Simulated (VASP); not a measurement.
# Co (Fd-3m) in VASP: further runs, part 2 of 2

VASP 6.6.1. The steps go on from the part before.

### 3 Single point, LDA (volume scaled by 0.88)

The input, INCAR:

```
PREC = Accurate
ENCUT = 520
EDIFF = 1E-6
ISMEAR = -1
SIGMA = 0.1
LREAL = F
LASPH = T
NELM = 60
ALGO = Normal
ISIF = 2
LWAVE = F
LCHARG = T
GGA = CA
LELF = T
LVHAR = T
NBANDS = 16
```

The input, KPOINTS:

```
Automatic mesh
0
Gamma
  13 13 13
```

The input, POSCAR:

```
Co
1.0
    0.0000000000      2.2969432808      2.2969432808
    2.2969432808      0.0000000000      2.2969432808
    2.2969432808      2.2969432808      0.0000000000
Co
2
Direct
    0.1250000000      0.1250000000      0.1250000000
    0.8750000000      0.8750000000      0.8750000000
```

Potentials or basis: VASP PAW LDA potentials, release 64 (Co).

Launch:

```console
cat potpaw_LDA.64/Co/POTCAR > POTCAR
mpirun -np 1 vasp_std > vasp.out
```

OUTCAR:

```text
PREC = Accurate
   ENCUT = 520
   EDIFF = 1E-6
   ISMEAR = -1
   LREAL = F
   LASPH = T
   NELM = 60
   ISIF = 2
   GGA = CA

 ion  position               nearest neighbor table
   1  0.125  0.125  0.125-   2 1.99   2 1.99   2 1.99   2 1.99
   2  0.875  0.875  0.875-   1 1.99   1 1.99   1 1.99   1 1.99

  LATTYP: Found a face centered cubic cell.
 ALAT       =     4.5938865616

  Lattice vectors:

 A1 = (   0.0000000000,   2.2969432808,   2.2969432808)
 A2 = (   2.2969432808,   0.0000000000,   2.2969432808)
 A3 = (   2.2969432808,   2.2969432808,   0.0000000000)

Analysis of symmetry for initial positions (statically):
=====================================================================
 Subroutine PRICEL returns:
 Original cell was already a primitive cell.

 Routine SETGRP: Setting up the symmetry group for a
 face centered cubic supercell.

 Subroutine GETGRP returns: Found 48 space group operations
 (whereof 12 operations were pure point group operations)
 out of a pool of 48 trial point group operations.

The static configuration has the point symmetry D_3d.
 The point group associated with its full space group is O_h .

Analysis of symmetry for dynamics (positions and initial velocities):
=====================================================================
 Subroutine PRICEL returns:
 Original cell was already a primitive cell.

 Routine SETGRP: Setting up the symmetry group for a
 face centered cubic supercell.

 Subroutine GETGRP returns: Found 48 space group operations
 (whereof 12 operations were pure point group operations)
 out of a pool of 48 trial point group operations.

The dynamic configuration has the point symmetry D_3d.
[... 106 lines left out ...]
   ISIF   =      2    stress and relaxation
   ISYM   =      2    0-nonsym 1-usesym 2-fastsym
   POTIM  = 0.5000    time-step for ionic-motion
   TEBEG  =    0.0;   TEEND  =   0.0 temperature during run
   PSTRESS=    0.0 pullay stress
   NELECT =      18.0000    total number of electrons
   NUPDOWN=      -1.0000    fix difference up-down
   EMIN   =  10.00;   EMAX   =-10.00  energy-range for DOS
   EFERMI =   0.00;   METHOD = LEGACY
   ISMEAR =    -1;   SIGMA  =   0.10  broadening in eV -4-tet -1-fermi 0-gaus
   EFERMI_NEDOS =   21; number of points for ismear=-14 and -15
   IALGO  =     38    algorithm
   IMIX   =      4    mixing-type and parameters
     AMIX     =   0.40;   BMIX     =  1.00
     AMIX_MAG =   1.60;   BMIX_MAG =  1.00
  volume/ion in A,a.u.               =      12.12        81.78
  Fermi-wavevector in a.u.,A,eV,Ry     =   1.482537  2.801588 29.904442  2.197914
  Thomas-Fermi vector in A             =   2.596310
   LORBIT       =      0    0 simple, 1 ext, 2 COOP (PROOUT), +10 PAW based schemes
   GGA     = CA    functional components
   LHFCALC =     F    Hartree Fock is set to
   AEXX    =    0.0000 exact exchange contribution
   IVDW    =     0    specifies the selected vdW correction
   LEPSILON=     F    determine dielectric tensor
   LRPA    =     F    only Hartree local field effects (RPA)
 non-spin polarized calculation
  energy-cutoff  :      520.00
  volume of cell :       24.24
 maximum number of plane-waves:       666
   NGX = 13   NGY = 13   NGZ = 13

 number of electron      17.9999988 magnetization

 Free energy of the ion-electron system (eV)
  ---------------------------------------------------
  ext. energy  EPLUGINS =         0.00000000
  ---------------------------------------------------
  free energy    TOTEN  =       -13.42895798 eV

  energy without entropy =      -13.32362700  energy(sigma->0) =      -13.37629249

 E-fermi :   8.6693     XC(G=0): -12.7827

 val. band max:        8.6662565343   @ k =  -0.3077   0.2308   0.0000
 cond. band min:       8.6789624070   @ k =  -0.2308   0.3077   0.0769
 fundamental gap:      0.0127058727
 Fermi energy:         8.6692771940

 k-point     1 :       0.0000    0.0000    0.0000
  band No.  band energies     occupation
      1       0.6379      2.00000
      2       4.6450      2.00000
      3       4.6450      2.00000
      4       5.0009      2.00000
      5       5.0009      2.00000
      6       5.0009      2.00000
[... 433 lines left out ...]
      3       4.9101      2.00000
      4       5.1095      2.00000
      5       5.2171      2.00000
      6       5.7136      2.00000
[... 8 lines left out ...]
     15      21.3318      0.00000
     16      26.8359      0.00000

 [... further k-points ...]
[... 5 lines left out ...]
  --------------------------------------------------------------------------------------
  -------------------------------------------------------------------------------------
  Total        3.6551329      3.6551329      3.6551329     -0.0000000      0.0000000     -0.0000000
  in kB      241.6200348    241.6200348    241.6200348     -0.0000000      0.0000000     -0.0000000
  external PRESSURE =     241.6200348 kB  Pullay stress =       0.0000000 kB

 VOLUME and BASIS-vectors are now :
 -----------------------------------------------------------------------------
  energy-cutoff  :      520.00
  volume of cell :       24.24
      direct lattice vectors                 reciprocal lattice vectors
     0.000000000  2.296943281  2.296943281    -0.217680604  0.217680604  0.217680604
     2.296943281  0.000000000  2.296943281     0.217680604 -0.217680604  0.217680604
     2.296943281  2.296943281  0.000000000     0.217680604  0.217680604 -0.217680604

 POSITION                                       TOTAL-FORCE (eV/Angst)
 -----------------------------------------------------------------------------------
      0.57424      0.57424      0.57424         0.000000      0.000000      0.000000
      4.01965      4.01965      4.01965        -0.000000     -0.000000     -0.000000
 -----------------------------------------------------------------------------------
    total drift:                                0.000000      0.000000      0.000000

  FREE ENERGIE OF THE ION-ELECTRON SYSTEM (eV)
  ---------------------------------------------------
  free  energy   TOTEN  =       -13.4289579753 eV

  energy  without entropy=      -13.3236270037  energy(sigma->0) =      -13.37629249
```

It took 26 s on 1 thread of AMD EPYC 7R43 (Zen 3), shared host; peak memory 0.11 GiB.

What came out:

```yaml
Free_energy: -13.4290 eV
Pressure: 24.2 GPa
Band_gap_on_the_k_mesh: zero (band 9 reaches 9.28 eV, above the bottom of band 10 at 8.17 eV)
```

Caveat: the run has no spin polarisation, though such a crystal can be magnetic.

### 4 Single point, LDA (volume scaled by 0.92)

The input, INCAR:

```
SYSTEM = Co
  PREC = Accurate
  ENCUT = 520
  EDIFF = 1E-6
  ISMEAR = -1
  SIGMA = 0.1
  LREAL = .False.
  LASPH = .True.
  NELM = 80
  ALGO = Normal
  ISIF = 2
  LWAVE = .False.
  LCHARG = .False.
  NBANDS = 16
```

The input, KPOINTS:

```
regular mesh
0
Gamma
  13 13 13
  0 0 0
```

The input, POSCAR:

```
Co
1.0
    0.0000000000      2.3312310714      2.3312310714
    2.3312310714      0.0000000000      2.3312310714
    2.3312310714      2.3312310714      0.0000000000
Co
2
Direct
    0.1250000000      0.1250000000      0.1250000000
    0.8750000000      0.8750000000      0.8750000000
```

Launch:

```console
cat potpaw_LDA.64/Co/POTCAR > POTCAR
mpirun -np 1 vasp_std > vasp.out
```

It took 36 s on 1 thread of AMD EPYC 7R43 (Zen 3), shared host; peak memory 0.12 GiB.

The run converged. Its results:

```yaml
Free_energy: -13.5575 eV
Pressure: 13.6 GPa
Band_gap_on_the_k_mesh: zero (band 9 reaches 8.61 eV, above the bottom of band 10 at 7.56 eV)
```

Levels at points of the mesh, in eV from the Fermi level:
```tsv
k point	band 6	band 7	band 8	band 9	band 10	band 11	band 12	band 13
(0.00, 0.00, 0.00)	-3.48	-1.32	-1.32	-1.32	0.40	0.40	14.93	14.93
```

Caveat: the run has no spin polarisation, though such a crystal can be magnetic.

### 5 Single point, LDA (volume scaled by 0.96)

The input, INCAR:

```
ALGO     = Normal         # electronic algorithm
EDIFF    = 1E-6           # SCF threshold, eV
ENCUT    = 520            # plane-wave cutoff, eV
GGA      = CA             # functional
ISIF     = 2              # what is computed and relaxed
ISMEAR   = -1             # smearing method
LASPH    = True           # aspherical terms in the spheres
LCHARG   = False          # write CHGCAR
LREAL    = False          # projectors in reciprocal space
LWAVE    = False          # write WAVECAR
NBANDS   = 16             # bands
NELM     = 100            # most SCF steps
PREC     = Accurate       # precision mode
SIGMA    = 0.1            # smearing width, eV
```

The input, KPOINTS:

```
k-points
0
Gamma
  13 13 13
```

The input, POSCAR:

```
Co
1.0
    0.0000000000      2.3645388725      2.3645388725
    2.3645388725      0.0000000000      2.3645388725
    2.3645388725      2.3645388725      0.0000000000
Co
2
Direct
    0.1250000000      0.1250000000      0.1250000000
    0.8750000000      0.8750000000      0.8750000000
```

Launch:

```console
cat potpaw_LDA.64/Co/POTCAR > POTCAR
mpirun -np 1 vasp_std > vasp.out
```

Wall time 38 s (1 thread of AMD EPYC 7R43 (Zen 3), shared host); peak memory 0.12 GiB.

Results (log left out):

* Free energy: -13.6207 eV
* Pressure: 5.1 GPa
* Band gap on the k mesh: zero (band 9 reaches 7.99 eV, above the bottom of band 10 at 7.02 eV)

Levels at points of the mesh, in eV from the Fermi level:
```csv
k point,band 6,band 7,band 8,band 9,band 10,band 11,band 12,band 13
"(0.00, 0.00, 0.00)",-3.30,-1.24,-1.24,-1.24,0.37,0.37,14.49,14.49
```

Caveat: the run has no spin polarisation, though such a crystal can be magnetic. Spin polarisation is off, so any magnetic state and its effect on volume and gap are missing.

### 6 Summary

```tsv
cell	k mesh	gap on the mesh (eV)	pressure (GPa)
a = 3.390 Å, angles 60.0°, 2 atoms	11 × 11 × 11	none	-1.7
a = 3.248 Å, angles 60.0°, 2 atoms	13 × 13 × 13	none	24.2
a = 3.297 Å, angles 60.0°, 2 atoms	13 × 13 × 13	none	13.6
a = 3.344 Å, angles 60.0°, 2 atoms	13 × 13 × 13	none	5.1
```

Alike in all rows: task single point; level LDA; potentials or basis VASP PAW LDA potentials, release 64 (Co); no spin polarisation; cutoff (eV) 520; smearing fermi-dirac 0.1 eV.

Caveats: the run has no spin polarisation, though such a crystal can be magnetic.

Total energies depend on the potentials used, so only differences within one code and one set of settings carry meaning.
